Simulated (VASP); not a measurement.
Set up this calculation in VASP 6.6.1, as the native input.

| Item | Value |
| --- | --- |
| Task | single point |
| Functional | HSE06 |
| Potentials or basis | VASP PAW PBE potentials, release 64 (Sb_d_GW) |
| Cutoff | 400 eV |
| k mesh | 5 × 5 × 5 |
| Occupations | fermi-dirac, width 0.05 eV |
| Spin | no spin polarisation |
| Dipole correction | no |
| Grid for exact exchange (PRECFOCK) | Normal |
| Further INCAR settings | ALGO = Normal; EDIFF = 1e-06; NBANDS = 14 |
| Share of exact exchange | 0.25 |
| Screening parameter | 0.2079 1/Å |

Sb:

```xyz
1
Lattice="-1.8630 1.8630 1.8630 1.8630 -1.8630 1.8630 1.8630 1.8630 -1.8630" Properties=species:S:1:pos:R:3 pbc="T T T"
Sb    0.0000    0.0000    0.0000
```

This isn't the form of Sb at room conditions, which is rhombohedral.

One way to write it, as run:

POSCAR

```
Sb
1.0
   -1.8630183174      1.8630183174      1.8630183174
    1.8630183174     -1.8630183174      1.8630183174
    1.8630183174      1.8630183174     -1.8630183174
Sb
1
Direct
    0.0000000000      0.0000000000      0.0000000000
```

INCAR.step1

```
SYSTEM = Sb
  PREC = Accurate
  ENCUT = 400
  EDIFF = 1E-5
  ISMEAR = -1
  SIGMA = 0.05
  LREAL = .False.
  LASPH = .True.
  NELM = 120
  ALGO = Normal
  ISIF = 2
  LWAVE = .True.
  LCHARG = .False.
  NBANDS = 14
  GGA = PE
  GGA_COMPAT = .False.
```

INCAR.step2

```
SYSTEM = Sb
  PREC = Accurate
  ENCUT = 400
  EDIFF = 1E-6
  ISMEAR = -1
  SIGMA = 0.05
  LREAL = .False.
  LASPH = .True.
  NELM = 120
  ALGO = Normal
  ISIF = 2
  LWAVE = .False.
  LCHARG = .False.
  GGA = PE
  LHFCALC = .True.
  HFSCREEN = 0.2079
  PRECFOCK = Normal
  NBANDS = 14
  ISTART = 1
  GGA_COMPAT = .False.
```

KPOINTS

```
regular mesh
0
Gamma
  5 5 5
  0 0 0
```

Potentials or basis: VASP PAW PBE potentials, release 64 (Sb_d_GW).

Run with:

```sh
$ cat potpaw_PBE.64/Sb_d_GW/POTCAR > POTCAR
$ cp INCAR.step1 INCAR
$ mpirun -np 1 vasp_std > vasp.out
$ cp INCAR.step2 INCAR
$ mpirun -np 1 vasp_std > vasp.out
```

It gave:

The pressure is -0.5 GPa and the band gap on the k mesh is zero (an odd number of electrons rules out a gap without spin polarisation).

Caveat: the k points lie up to 0.48 Å⁻¹ apart, too coarse for converged energies and pressures of a metal; the PAW data sets were made with another functional, which shifts forces and pressure a little; spin-orbit coupling is left out, which moves the levels of the heavy elements; an odd number of electrons without spin polarisation forces a metal; a magnetic or distorted state may lie lower.

Run time: 94 s on 1 thread of Intel(R) Xeon(R) 6975P-C (Granite Rapids) (shared host), peak memory 0.24 GiB.
